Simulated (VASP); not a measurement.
# CdO: single point with PBE

CdO:

```
Cd O
1.0
     0.00000    2.21938    2.21938
     2.21938    0.00000    2.21938
     2.21938    2.21938    0.00000
Cd O
1 1
Direct
  0.00000 0.00000 0.00000
  0.50000 0.50000 0.50000
```

- Program: VASP 6.6.1
- Task: single point
- Functional: PBE
- Potentials or basis: VASP PAW PBE potentials, release 64 (Cd_sv_GW, O)
- Cutoff: 700 eV
- k mesh: 16 × 16 × 16
- Occupations: gaussian, width 0.1 eV
- Spin: no spin polarisation
- Dipole correction: no
- Further INCAR settings: ALGO = Normal; EDIFF = 1e-06; NBANDS = 20

- Pressure: 44.9 GPa
- Band gap on the k mesh: zero (bands 13 and 14 overlap by 0.06 eV)

Levels at points of the mesh, in eV from the Fermi level:
```
           k point  band 10  band 11  band 12  band 13  band 14  band 15  band 16  band 17
(0.00, 0.00, 0.00)    -6.90    -2.30    -2.30    -2.30    -0.18    14.31    18.10    18.10
(0.50, 0.00, 0.00)    -6.52    -4.35    -0.12    -0.12     4.29     8.42    12.50    12.50
(0.50, 0.50, 0.00)    -5.85    -5.69    -3.45    -3.45     4.51     9.06    11.73    14.63
```

Wall time 87 s on 1 thread of Intel(R) Xeon(R) Platinum 8259CL CPU @ 2.50GHz (Skylake/Cascade Lake) (shared host), peak memory 0.26 GiB.

Caveat: the cell stands under pressure; semilocal functionals underestimate gaps, and a narrow one can read as zero.
